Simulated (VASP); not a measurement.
# Fe (Im-3m) in VASP: single point with PBE

Aim: the single point of Fe with PBE.

Program: VASP 6.6.1. These are calculated values, not measurements. Logs are shortened: lines on timing, memory, paths and dates and some standing lists are left out, and cuts for length are marked.

**1. The cell of the first run**

Symmetry: Im-3m, No. 229, cubic system. The conventional cell has a = 2.858 Å, b = 2.858 Å, c = 2.858 Å, α = 90.00°, β = 90.00°, γ = 90.00°. Within 3.3 Å of Fe (site symmetry m-3m) lie 14 Fe at 2.48 to 2.86 Å.

**2. Single point, PBE**

INCAR

```
PREC = Accurate
ENCUT = 520
EDIFF = 1E-7
ISMEAR = -1
SIGMA = 0.1
LREAL = F
LASPH = T
NELM = 80
ALGO = Normal
ISIF = 2
LWAVE = F
LCHARG = F
GGA = PE
NBANDS = 10
```

KPOINTS

```
regular mesh
0
Gamma
  13 13 13
```

POSCAR

```
Fe
1.0
   -1.4290000000      1.4290000000      1.4290000000
    1.4290000000     -1.4290000000      1.4290000000
    1.4290000000      1.4290000000     -1.4290000000
Fe
1
Direct
    0.0000000000      0.0000000000      0.0000000000
```

Potentials or basis: VASP PAW PBE potentials, release 64 (Fe).

Launch:

```bash
$ cat potpaw_PBE.64/Fe/POTCAR > POTCAR
$ mpirun -np 1 vasp_std > vasp.out
```

OUTCAR:

```text
PREC = Accurate
   ENCUT = 520
   EDIFF = 1E-7
   ISMEAR = -1
   LREAL = F
   LASPH = T
   NELM = 80
   ISIF = 2
   GGA = PE

 ion  position               nearest neighbor table
   1  0.000  0.000  0.000-

  LATTYP: Found a body centered cubic cell.
 ALAT       =     2.8580000000

  Lattice vectors:

 A1 = (  -1.4290000000,   1.4290000000,   1.4290000000)
 A2 = (   1.4290000000,  -1.4290000000,   1.4290000000)
 A3 = (   1.4290000000,   1.4290000000,  -1.4290000000)

Analysis of symmetry for initial positions (statically):
=====================================================================
 Subroutine PRICEL returns:
 Original cell was already a primitive cell.

 Routine SETGRP: Setting up the symmetry group for a
 body centered cubic supercell.

 Subroutine GETGRP returns: Found 48 space group operations
 (whereof 48 operations were pure point group operations)
 out of a pool of 48 trial point group operations.

The static configuration has the point symmetry O_h .

Analysis of symmetry for dynamics (positions and initial velocities):
=====================================================================
 Subroutine PRICEL returns:
 Original cell was already a primitive cell.

 Routine SETGRP: Setting up the symmetry group for a
 body centered cubic supercell.

 Subroutine GETGRP returns: Found 48 space group operations
 (whereof 48 operations were pure point group operations)
 out of a pool of 48 trial point group operations.

The dynamic configuration has the point symmetry O_h .

 Subroutine INISYM returns: Found 48 space group operations
 (whereof 48 operations are pure point group operations),
 and found     1 'primitive' translations

----------------------------------------------------------------------------------------

                                     Primitive cell

  volume of cell :      11.6723

  direct lattice vectors                    reciprocal lattice vectors
    -1.429000000  1.429000000  1.429000000     0.000000000  0.349895031  0.349895031
     1.429000000 -1.429000000  1.429000000     0.349895031  0.000000000  0.349895031
     1.429000000  1.429000000 -1.429000000     0.349895031  0.349895031  0.000000000

  length of vectors
     2.475100604  2.475100604  2.475100604     0.494826299  0.494826299  0.494826299

  position of ions in fractional coordinates (direct lattice)
     0.000000000  0.000000000  0.000000000

  ion indices of the primitive-cell ions
   primitive index   ion index
                 1           1

----------------------------------------------------------------------------------------

 KPOINTS: regular mesh

Automatic generation of k-mesh.
 Grid dimensions read from file:
 generate k-points for:   13   13   13

 Generating k-lattice:

  Cartesian coordinates                     Fractional coordinates (reciprocal lattice)
     0.000000000  0.026915002  0.026915002     0.076923077  0.000000000  0.000000000
     0.026915002  0.000000000  0.026915002     0.000000000  0.076923077  0.000000000
     0.026915002  0.026915002  0.000000000     0.000000000  0.000000000  0.076923077

  Length of vectors
     0.038063561  0.038063561  0.038063561

  Shift w.r.t. Gamma in fractional coordinates (k-lattice)
     0.000000000  0.000000000  0.000000000

 Subroutine IBZKPT returns following result:
 ===========================================

 Found     84 irreducible k-points:

 Following reciprocal coordinates:
            Coordinates               Weight
  0.000000  0.000000  0.000000      1.000000
  0.076923  0.000000  0.000000     12.000000
  0.153846  0.000000  0.000000     12.000000
  0.230769  0.000000  0.000000     12.000000
  0.307692  0.000000  0.000000     12.000000
  0.384615  0.000000  0.000000     12.000000
[... 16 lines left out ...]
  0.153846  0.076923  0.076923     24.000000
  0.230769  0.076923  0.076923     24.000000
 [... further k-points ...]
   k-points           NKPTS =     84   k-points in BZ     NKDIM =     84   number of bands    NBANDS=     10
   number of dos      NEDOS =    301   number of ions     NIONS =      1
   total plane-waves  NPLWV =   5832
   dimension x,y,z NGX =    18 NGY =   18 NGZ =   18
   dimension x,y,z NGXF=    36 NGYF=   36 NGZF=   36
   ions per type =               1
   NGX,Y,Z   is equivalent  to a cutoff of  12.09, 12.09, 12.09 a.u.
   NGXF,Y,Z  is equivalent  to a cutoff of  24.18, 24.18, 24.18 a.u.
 SYSTEM =  unknown system
   PREC   = accura    normal or accurate (medium, high low for compatibility)
   ISTART =      0    job   : 0-new  1-cont  2-samecut
   ICHARG =      2    charge: 1-file 2-atom 10-const
   ISPIN  =      1    spin polarized calculation?
   LNONCOLLINEAR =      F non collinear calculations
   LSORBIT =      F    spin-orbit coupling
   LASPH  =      T    aspherical Exc in radial PAW
   ENCUT  =  520.0 eV  38.22 Ry    6.18 a.u.   4.60  4.60  4.60*2*pi/ulx,y,z
   NELM   =     80;   NELMIN=  2; NELMDL= -5     # of ELM steps
   EDIFF  = 0.1E-06   stopping-criterion for ELM
   LREAL  =      F    real-space projection
   EDIFFG = 0.1E-05   stopping-criterion for IOM
   NSW    =      0    number of steps for IOM
   IBRION =     -1    ionic relax: 0-MD 1-quasi-New 2-CG
   NFREE  =      0    steps in history (QN), initial steepest desc. (CG)
   ISIF   =      2    stress and relaxation
   ISYM   =      2    0-nonsym 1-usesym 2-fastsym
   POTIM  = 0.5000    time-step for ionic-motion
   TEBEG  =    0.0;   TEEND  =   0.0 temperature during run
   PSTRESS=    0.0 pullay stress
   NELECT =       8.0000    total number of electrons
   NUPDOWN=      -1.0000    fix difference up-down
   EMIN   =  10.00;   EMAX   =-10.00  energy-range for DOS
   EFERMI =   0.00;   METHOD = LEGACY
   ISMEAR =    -1;   SIGMA  =   0.10  broadening in eV -4-tet -1-fermi 0-gaus
   EFERMI_NEDOS =   21; number of points for ismear=-14 and -15
   IALGO  =     38    algorithm
   IMIX   =      4    mixing-type and parameters
     AMIX     =   0.40;   BMIX     =  1.00
     AMIX_MAG =   1.60;   BMIX_MAG =  1.00
  volume/ion in A,a.u.               =      11.67        78.77
  Fermi-wavevector in a.u.,A,eV,Ry     =   1.443397  2.727626 28.346326  2.083396
  Thomas-Fermi vector in A             =   2.561810
   LORBIT       =      0    0 simple, 1 ext, 2 COOP (PROOUT), +10 PAW based schemes
   GGA     = PE    functional components
[... 5 lines left out ...]
 non-spin polarized calculation
  energy-cutoff  :      520.00
  volume of cell :       11.67
 maximum number of plane-waves:       329
   NGX =  9   NGY =  9   NGZ =  9

 number of electron       8.0000002 magnetization

 Free energy of the ion-electron system (eV)
  ---------------------------------------------------
  ext. energy  EPLUGINS =         0.00000000
  ---------------------------------------------------
  free energy    TOTEN  =        -7.73213677 eV

  energy without entropy =       -7.60905735  energy(sigma->0) =       -7.67059706

 E-fermi :   5.6034     XC(G=0): -13.0092

 val. band max:        5.6016015619   @ k =  -0.3846  -0.3846   0.0769
 cond. band min:       5.6040829667   @ k =  -0.3077   0.3077   0.2308
 fundamental gap:      0.0024814048
 Fermi energy:         5.6034361724

 k-point     1 :       0.0000    0.0000    0.0000
  band No.  band energies     occupation
      1      -2.6640      2.00000
      2       4.0724      2.00000
      3       4.0724      2.00000
      4       4.0724      2.00000
      5       5.5761      1.13562
      6       5.5761      1.13561
      7      30.1864      0.00000
      8      30.1864      0.00000
      9      30.1864      0.00000
     10      35.2587      0.00000

 k-point     2 :       0.0769    0.0000    0.0000
  band No.  band energies     occupation
      1      -2.4242      2.00000
      2       4.0041      2.00000
      3       4.0637      2.00000
      4       4.2028      2.00000
      5       5.5074      1.44644
      6       5.5817      1.10813
      7      28.7166      0.00000
      8      29.8294      0.00000
      9      30.0326      0.00000
     10      34.4973      0.00000

 k-point     3 :       0.1538    0.0000    0.0000
  band No.  band energies     occupation
      1      -1.7313      2.00000
      2       3.8181      2.00000
      3       4.0074      2.00000
      4       4.5756      1.99993
      5       5.3777      1.81057
      6       5.6008      1.01302
      7      25.6615      0.00000
      8      28.5931      0.00000
      9      29.6932      0.00000
     10      32.4425      0.00000

 k-point     4 :       0.2308    0.0000    0.0000
  band No.  band energies     occupation
      1      -0.6864      2.00000
      2       3.5636      2.00000
      3       3.8978      2.00000
      4       5.1339      1.98189
      5       5.3336      1.87391
      6       5.6371      0.83311
      7      22.1699      0.00000
      8      26.9389      0.00000
      9      29.3464      0.00000
     10      30.0585      0.00000
[... 222 lines left out ...]
 k-point    22 :       0.0769    0.0769    0.0769
  band No.  band energies     occupation
      1      -1.2879      2.00000
      2       3.7450      2.00000
      3       3.7450      2.00000
      4       4.9646      1.99664
      5       5.4934      1.50066
      6       5.4934      1.50066
      7      25.4718      0.00000
      8      25.4718      0.00000
      9      29.0177      0.00000
     10      31.4891      0.00000

 k-point    23 :       0.1538    0.0769    0.0769
  band No.  band energies     occupation
      1      -0.2718      2.00000
      2       3.4707      2.00000
      3       3.5650      2.00000
      4       5.4338      1.69023
      5       5.5967      1.03359
      6       5.6242      0.89676
      7      22.3367      0.00000
      8      24.0623      0.00000
      9      26.5339      0.00000
     10      32.0326      0.00000

 k-point    24 :       0.2308    0.0769    0.0769
  band No.  band energies     occupation
      1       0.8354      2.00000
      2       3.2162      2.00000
      3       3.5354      2.00000
      4       5.4682      1.58899
      5       5.6836      0.61917
      6       6.4221      0.00056
      7      18.9683      0.00000
      8      22.8770      0.00000
      9      24.8113      0.00000
     10      31.9627      0.00000

 [... further k-points ...]

------------------------ aborting loop because EDIFF is reached ----------------------------------------

  FORCE on cell =-STRESS in cart. coord.  units (eV):
  Direction    XX          YY          ZZ          XY          YZ          ZX
  --------------------------------------------------------------------------------------
  -------------------------------------------------------------------------------------
  Total       -1.5627551     -1.5627551     -1.5627551      0.0000000      0.0000000     -0.0000000
  in kB     -214.5086554   -214.5086554   -214.5086554      0.0000000      0.0000000     -0.0000000
  external PRESSURE =    -214.5086554 kB  Pullay stress =       0.0000000 kB

 VOLUME and BASIS-vectors are now :
 -----------------------------------------------------------------------------
  energy-cutoff  :      520.00
  volume of cell :       11.67
      direct lattice vectors                 reciprocal lattice vectors
    -1.429000000  1.429000000  1.429000000     0.000000000  0.349895031  0.349895031
     1.429000000 -1.429000000  1.429000000     0.349895031  0.000000000  0.349895031
     1.429000000  1.429000000 -1.429000000     0.349895031  0.349895031  0.000000000

 POSITION                                       TOTAL-FORCE (eV/Angst)
 -----------------------------------------------------------------------------------
      0.00000      0.00000      0.00000         0.000000      0.000000      0.000000
 -----------------------------------------------------------------------------------
    total drift:                                0.000000      0.000000      0.000000

  FREE ENERGIE OF THE ION-ELECTRON SYSTEM (eV)
  ---------------------------------------------------
  free  energy   TOTEN  =        -7.7321367739 eV

  energy  without entropy=       -7.6090573501  energy(sigma->0) =       -7.67059706
```

Run time: 8.1 s. Hardware: 1 thread of Intel Xeon 8259CL, shared host; peak memory 0.12 GiB.

Results:

* Free energy: -7.7321 eV
* Pressure: -21.5 GPa
* Band gap on the k mesh: zero (band 4 reaches 6.40 eV, above the bottom of band 5 at 4.71 eV)

Levels at points of the mesh, in eV from the Fermi level:
```
           k point  band 2  band 3  band 4  band 5  band 6  band 7
(0.00, 0.00, 0.00)   -1.53   -1.53   -1.53   -0.03   -0.03   24.58
```

Caveat: the run has no spin polarisation, though such a crystal can be magnetic.
